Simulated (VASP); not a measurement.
# Ru (P6_3/mmc) in VASP: single point with LDA

Aim: the single point of Ru with LDA.

All numbers are computed with VASP 6.6.1; they aren't measurements. Logs are shortened: lines on timing, memory, paths and dates and some standing lists are left out, and cuts for length are marked.

### Step 1. The cell of the first run

The structure is hexagonal, space group P6_3/mmc (No. 194). The conventional cell has a = 2.706 Å, b = 2.706 Å, c = 4.282 Å, α = 90.00°, β = 90.00°, γ = 120.00°. Within 3.5 Å of Ru (site symmetry -6m2) lie 12 Ru at 2.65 to 2.71 Å.

### Step 2. Single point, LDA

INCAR

```
  PREC = Accurate
  ENCUT = 520
  EDIFF = 1E-6
  ISMEAR = -1
  SIGMA = 0.0272
  LREAL = False
  LASPH = True
  NELM = 60
  ALGO = Normal
  ISIF = 2
  LWAVE = False
  LCHARG = False
  NBANDS = 21
```

KPOINTS

```
Automatic mesh
0
Gamma
  12 12 6
```

POSCAR

```
Ru
1.0
    2.7058000000      0.0000000000      0.0000000000
   -1.3529000000      2.3432915376      0.0000000000
    0.0000000000      0.0000000000      4.2819000000
Ru
2
Direct
    0.3333333333      0.6666666667      0.2500000000
    0.6666666667      0.3333333333      0.7500000000
```

Potentials or basis: VASP PAW LDA potentials, release 64 (Ru_pv).

On the command line:

```sh
> cat potpaw_LDA.64/Ru_pv/POTCAR > POTCAR
> mpirun -np 1 vasp_std > vasp.out
```

OUTCAR:

```text
PREC = Accurate
   ENCUT = 520
   EDIFF = 1E-6
   ISMEAR = -1
   LREAL = False
   LASPH = True
   NELM = 60
   ISIF = 2

 ion  position               nearest neighbor table
   1  0.333  0.667  0.250-   2 2.65   2 2.65   2 2.65   2 2.65   2 2.65   2 2.65
   2  0.667  0.333  0.750-   1 2.65   1 2.65   1 2.65   1 2.65   1 2.65   1 2.65

  LATTYP: Found a hexagonal cell.
 ALAT       =     2.7058000000
 C/A-ratio  =     1.5824894671

  Lattice vectors:

 A1 = (   2.7058000000,   0.0000000000,   0.0000000000)
 A2 = (  -1.3529000000,   2.3432915376,   0.0000000000)
 A3 = (   0.0000000000,   0.0000000000,   4.2819000000)

Analysis of symmetry for initial positions (statically):
=====================================================================
 Subroutine PRICEL returns:
 Original cell was already a primitive cell.

 Routine SETGRP: Setting up the symmetry group for a
 hexagonal supercell.

 Subroutine GETGRP returns: Found 24 space group operations
 (whereof 12 operations were pure point group operations)
 out of a pool of 24 trial point group operations.

The static configuration has the point symmetry D_3d.
 The point group associated with its full space group is D_6h.

Analysis of symmetry for dynamics (positions and initial velocities):
=====================================================================
 Subroutine PRICEL returns:
 Original cell was already a primitive cell.

 Routine SETGRP: Setting up the symmetry group for a
 hexagonal supercell.

 Subroutine GETGRP returns: Found 24 space group operations
 (whereof 12 operations were pure point group operations)
 out of a pool of 24 trial point group operations.

The dynamic configuration has the point symmetry D_3d.
 The point group associated with its full space group is D_6h.

 Subroutine INISYM returns: Found 24 space group operations
 (whereof 12 operations are pure point group operations),
 and found     1 'primitive' translations

----------------------------------------------------------------------------------------

                                     Primitive cell

  volume of cell :      27.1493

  direct lattice vectors                    reciprocal lattice vectors
     2.705800000  0.000000000  0.000000000     0.369576465  0.213375072  0.000000000
    -1.352900000  2.343291538  0.000000000     0.000000000  0.426750144  0.000000000
     0.000000000  0.000000000  4.281900000     0.000000000  0.000000000  0.233541185

  length of vectors
     2.705800000  2.705800000  4.281900000     0.426750144  0.426750144  0.233541185

  position of ions in fractional coordinates (direct lattice)
     0.333333333  0.666666667  0.250000000
     0.666666667  0.333333333  0.750000000

  ion indices of the primitive-cell ions
   primitive index   ion index
                 1           1
                 2           2

----------------------------------------------------------------------------------------

 KPOINTS: Automatic mesh

Automatic generation of k-mesh.
 Grid dimensions read from file:
 generate k-points for:   12   12    6

 Generating k-lattice:

  Cartesian coordinates                     Fractional coordinates (reciprocal lattice)
     0.030798039  0.017781256  0.000000000     0.083333333  0.000000000  0.000000000
     0.000000000  0.035562512  0.000000000     0.000000000  0.083333333  0.000000000
     0.000000000  0.000000000  0.038923531     0.000000000  0.000000000  0.166666667

  Length of vectors
     0.035562512  0.035562512  0.038923531

  Shift w.r.t. Gamma in fractional coordinates (k-lattice)
     0.000000000  0.000000000  0.000000000

 Subroutine IBZKPT returns following result:
 ===========================================

 Found     76 irreducible k-points:

 Following reciprocal coordinates:
            Coordinates               Weight
  0.000000  0.000000  0.000000      1.000000
  0.083333  0.000000  0.000000      6.000000
  0.166667  0.000000  0.000000      6.000000
  0.250000  0.000000  0.000000      6.000000
  0.333333  0.000000  0.000000      6.000000
  0.416667  0.000000  0.000000      6.000000
[... 16 lines left out ...]
  0.250000  0.000000  0.166667     12.000000
  0.333333  0.000000  0.166667     12.000000
 [... further k-points ...]
   k-points           NKPTS =     76   k-points in BZ     NKDIM =     76   number of bands    NBANDS=     21
   number of dos      NEDOS =    301   number of ions     NIONS =      2
   total plane-waves  NPLWV =  12800
   dimension x,y,z NGX =    20 NGY =   20 NGZ =   32
   dimension x,y,z NGXF=    40 NGYF=   40 NGZF=   64
   ions per type =               2
   NGX,Y,Z   is equivalent  to a cutoff of  12.29, 12.29, 12.42 a.u.
   NGXF,Y,Z  is equivalent  to a cutoff of  24.58, 24.58, 24.85 a.u.
 SYSTEM =  unknown system
   PREC   = accura    normal or accurate (medium, high low for compatibility)
   ISTART =      0    job   : 0-new  1-cont  2-samecut
   ICHARG =      2    charge: 1-file 2-atom 10-const
   ISPIN  =      1    spin polarized calculation?
   LNONCOLLINEAR =      F non collinear calculations
   LSORBIT =      F    spin-orbit coupling
   LASPH  =      T    aspherical Exc in radial PAW
   ENCUT  =  520.0 eV  38.22 Ry    6.18 a.u.   5.03  5.03  7.96*2*pi/ulx,y,z
   NELM   =     60;   NELMIN=  2; NELMDL= -5     # of ELM steps
   EDIFF  = 0.1E-05   stopping-criterion for ELM
   LREAL  =      F    real-space projection
[... 7 lines left out ...]
   TEBEG  =    0.0;   TEEND  =   0.0 temperature during run
   PSTRESS=    0.0 pullay stress
   NELECT =      28.0000    total number of electrons
   NUPDOWN=      -1.0000    fix difference up-down
   EMIN   =  10.00;   EMAX   =-10.00  energy-range for DOS
   EFERMI =   0.00;   METHOD = LEGACY
   ISMEAR =    -1;   SIGMA  =   0.03  broadening in eV -4-tet -1-fermi 0-gaus
   EFERMI_NEDOS =   21; number of points for ismear=-14 and -15
   IALGO  =     38    algorithm
   IMIX   =      4    mixing-type and parameters
     AMIX     =   0.40;   BMIX     =  1.00
     AMIX_MAG =   1.60;   BMIX_MAG =  1.00
  volume/ion in A,a.u.               =      13.57        91.61
  Fermi-wavevector in a.u.,A,eV,Ry     =   1.654022  3.125649 37.222674  2.735789
  Thomas-Fermi vector in A             =   2.742361
   LORBIT       =      0    0 simple, 1 ext, 2 COOP (PROOUT), +10 PAW based schemes
   GGA     = CA    functional components
   LHFCALC =     F    Hartree Fock is set to
   AEXX    =    0.0000 exact exchange contribution
   IVDW    =     0    specifies the selected vdW correction
   LEPSILON=     F    determine dielectric tensor
   LRPA    =     F    only Hartree local field effects (RPA)
 non-spin polarized calculation
  energy-cutoff  :      520.00
  volume of cell :       27.15
 maximum number of plane-waves:       756
 NGX is ok and might be reduce to    20
   NGX =  9   NGY =  9   NGZ = 15

 number of electron      28.0000008 magnetization

 Free energy of the ion-electron system (eV)
  ---------------------------------------------------
  ext. energy  EPLUGINS =         0.00000000
  ---------------------------------------------------
  free energy    TOTEN  =       -21.36487010 eV

  energy without entropy =      -21.36187634  energy(sigma->0) =      -21.36337322

 E-fermi :  12.6617     XC(G=0): -14.3819

 val. band max:       12.6216709413   @ k =   0.0833   0.0833   0.3333
 cond. band min:      12.6867261543   @ k =   0.4167   0.0000   0.5000
 fundamental gap:      0.0650552130
 Fermi energy:        12.6617207614

 k-point     1 :       0.0000    0.0000    0.0000
  band No.  band energies     occupation
      1     -30.7588      2.00000
      2     -29.8144      2.00000
      3     -29.8144      2.00000
      4     -29.6415      2.00000
      5     -29.6415      2.00000
      6     -29.5948      2.00000
[... 13 lines left out ...]
     20      22.6774      0.00000
     21      22.9884      0.00000

 k-point     2 :       0.0833    0.0000    0.0000
  band No.  band energies     occupation
      1     -30.7348      2.00000
      2     -29.8655      2.00000
      3     -29.8316      2.00000
      4     -29.6947      2.00000
      5     -29.6485      2.00000
      6     -29.6060      2.00000
[... 13 lines left out ...]
     20      22.6774      0.00000
     21      22.9511      0.00000

 k-point     3 :       0.1667    0.0000    0.0000
  band No.  band energies     occupation
      1     -30.6659      2.00000
      2     -30.0050      2.00000
      3     -29.8771      2.00000
      4     -29.8372      2.00000
      5     -29.6689      2.00000
      6     -29.6396      2.00000
[... 13 lines left out ...]
     20      22.6774      0.00000
     21      22.8360      0.00000

 k-point     4 :       0.2500    0.0000    0.0000
  band No.  band energies     occupation
      1     -30.5619      2.00000
      2     -30.1956      2.00000
      3     -30.0251      2.00000
      4     -29.9367      2.00000
      5     -29.6988      2.00000
      6     -29.6954      2.00000
[... 13 lines left out ...]
     20      22.6772      0.00000
     21      22.7219      0.00000

 k-point     5 :       0.3333    0.0000    0.0000
  band No.  band energies     occupation
      1     -30.4387      2.00000
      2     -30.3858      2.00000
      3     -30.2060      2.00000
      4     -29.9942      2.00000
      5     -29.7701      2.00000
      6     -29.7303      2.00000
[... 13 lines left out ...]
     20      22.6768      0.00000
     21      22.6842      0.00000
[... 382 lines left out ...]
     20      22.6773      0.00000
     21      24.2583      0.00000

 k-point    22 :       0.1667    0.0000    0.1667
  band No.  band energies     occupation
      1     -30.6112      2.00000
      2     -29.9843      2.00000
      3     -29.8886      2.00000
      4     -29.8634      2.00000
      5     -29.6830      2.00000
      6     -29.6688      2.00000
[... 13 lines left out ...]
     20      22.6773      0.00000
     21      24.2618      0.00000

 k-point    23 :       0.2500    0.0000    0.1667
  band No.  band energies     occupation
      1     -30.5426      2.00000
      2     -30.1559      2.00000
      3     -30.0710      2.00000
      4     -29.9211      2.00000
      5     -29.7150      2.00000
      6     -29.7102      2.00000
[... 13 lines left out ...]
     20      22.6772      0.00000
     21      24.3524      0.00000

 k-point    24 :       0.3333    0.0000    0.1667
  band No.  band energies     occupation
      1     -30.5223      2.00000
      2     -30.2955      2.00000
      3     -30.2133      2.00000
      4     -29.9768      2.00000
      5     -29.7682      2.00000
      6     -29.7483      2.00000
[... 13 lines left out ...]
     20      22.6771      0.00000
     21      24.2978      0.00000

 [... further k-points ...]
[... 5 lines left out ...]
  --------------------------------------------------------------------------------------
  -------------------------------------------------------------------------------------
  Total       -1.9482303     -1.9482303     -2.0335620      0.0000000      0.0000000      0.0000000
  in kB     -114.9720646   -114.9720647   -120.0077963      0.0000000      0.0000000      0.0000000
  external PRESSURE =    -116.6506419 kB  Pullay stress =       0.0000000 kB

 VOLUME and BASIS-vectors are now :
 -----------------------------------------------------------------------------
  energy-cutoff  :      520.00
  volume of cell :       27.15
      direct lattice vectors                 reciprocal lattice vectors
     2.705800000  0.000000000  0.000000000     0.369576465  0.213375072  0.000000000
    -1.352900000  2.343291538  0.000000000     0.000000000  0.426750144  0.000000000
     0.000000000  0.000000000  4.281900000     0.000000000  0.000000000  0.233541185

 POSITION                                       TOTAL-FORCE (eV/Angst)
 -----------------------------------------------------------------------------------
     -0.00000      1.56219      1.07048        -0.000000     -0.000000      0.000000
      1.35290      0.78110      3.21143         0.000000      0.000000      0.000000
 -----------------------------------------------------------------------------------
    total drift:                               -0.000000      0.000000     -0.000000

  FREE ENERGIE OF THE ION-ELECTRON SYSTEM (eV)
  ---------------------------------------------------
  free  energy   TOTEN  =       -21.3648700968 eV

  energy  without entropy=      -21.3618763437  energy(sigma->0) =      -21.36337322
```

Run time: 13 s. Hardware: 1 thread of Intel Xeon 6975P-C (Granite Rapids), shared host; peak memory 0.15 GiB.

What came out:

```yaml
Free_energy: -21.3649 eV
Pressure: -11.7 GPa
Band_gap_on_the_k_mesh: zero (band 14 reaches 14.31 eV, above the bottom of band 15 at 11.15 eV)
```
